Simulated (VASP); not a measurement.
GaN, 4 atoms in the cell. Symmetry: P6_3mc, No. 186, hexagonal system. Conventional cell: a = 3.183 Å, b = 3.183 Å, c = 5.189 Å, α = 90.00°, β = 90.00°, γ = 120.00°. Within 2.6 Å of Ga (site symmetry 3m) lie 4 N at 1.95 Å. Within 2.6 Å of N (site symmetry 3m) lie 4 Ga at 1.95 Å. 

```yaml
Program: VASP 6.6.1
Task: vibrations by perturbation theory
Functional: LDA
Potentials_or_basis: VASP PAW LDA potentials, release 64 (Ga_d, N)
Cutoff: 520 eV
k_mesh: 6 × 6 × 4
Occupations: gaussian, width 0.01 eV
Spin: no spin polarisation
Dipole_correction: no
Further_INCAR_settings: ALGO = Normal; EDIFF = 1e-08; IBRION = 8; NSW = 1
```

Potentials or basis: VASP PAW LDA potentials, release 64 (Ga_d, N).

The run is started by

```bash
$ cat potpaw_LDA.64/Ga_d/POTCAR potpaw_LDA.64/N/POTCAR > POTCAR
$ mpirun -np 1 vasp_std > vasp.out
```

Hardware: 1 thread of Intel(R) Xeon(R) 6975P-C (Granite Rapids), with other jobs on the host.

Task: How long does it take, and how much memory?

Result: Wall time 2.5 min on 1 thread of Intel(R) Xeon(R) 6975P-C (Granite Rapids) (shared host), peak memory 0.31 GiB. Counts: scf iterations 107, k points 21.
